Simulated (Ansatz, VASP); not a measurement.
Two plane-wave programs on Au

The input POSCAR:

```
Au
1.0
    0.0000000000      2.0617793868      2.0617793868
    2.0617793868      0.0000000000      2.0617793868
    2.0617793868      2.0617793868      0.0000000000
Au
1
Direct
    0.0000000000      0.0000000000      0.0000000000
```

File INCAR.step1:

```
SYSTEM = Au
ALGO = Normal
EDIFF = 1E-5
ENCUT = 550
GGA = PE
GGA_COMPAT = .False.
ISMEAR = -1
LASPH = .True.
LCHARG = .False.
LREAL = .False.
LWAVE = .True.
NBANDS = 12
NELM = 120
PREC = Accurate
SIGMA = 0.1
```

INCAR.step2

```
SYSTEM = Au
ALGO = Normal
EDIFF = 1E-6
ENCUT = 550
GGA_COMPAT = .False.
ISIF = 2
ISMEAR = -1
ISTART = 1
LASPH = .True.
LCHARG = .False.
LMIXTAU = .True.
LREAL = .False.
LWAVE = .False.
METAGGA = R2SCAN
NBANDS = 12
NELM = 120
PREC = Accurate
SIGMA = 0.1
```

The input KPOINTS:

```
k-points
0
Gamma
  10 10 10
  0 0 0
```

Input for Ansatz:

```yaml
crystal:
  lattice:
    - [0.0, 2.061779386774061, 2.061779386774061]
    - [2.061779386774061, 0.0, 2.061779386774061]
    - [2.061779386774061, 2.061779386774061, 0.0]
  atoms:
    - { symbol: Au, position: [0.0, 0.0, 0.0] }
basis:
  ecutwfc: 557.833418042754
kpoints:
  mp_grid:
    grid: [10, 10, 10]
hamiltonian:
  xc: r2scan
  pseudopotentials:
    kind: paw
scf:
  occupations:
    method: fermi_dirac
    width: 0.1
output:
  stress: true
```

Alike in both runs: task single point; functional r2SCAN; k mesh 10 × 10 × 10; occupations fermi-dirac, width 0.1 eV; no spin polarisation.

|  | VASP | Ansatz |
| --- | --- | --- |
| version | VASP 6.6.1 | Ansatz 0.2.0 |
| potentials or method | VASP PAW PBE potentials, release 64 (Au), cutoff 550 eV | plane waves, PAW |
| valence electrons in the cell | 11 | 19 |

VASP gave:

* pressure (GPa): 0.9

Question: What did Ansatz give for the same quantities?

Answer: Pressure (GPa): 0.6.

VASP's potentials were made for PBE, not for r2SCAN. With one functional, cell and mesh, what is left measures potentials, basis and numerics. VASP's potentials hold 11 valence electrons a cell and Ansatz's 19, so a difference there can come from the potentials and not from the codes.

Neither program's run includes spin-orbit coupling.
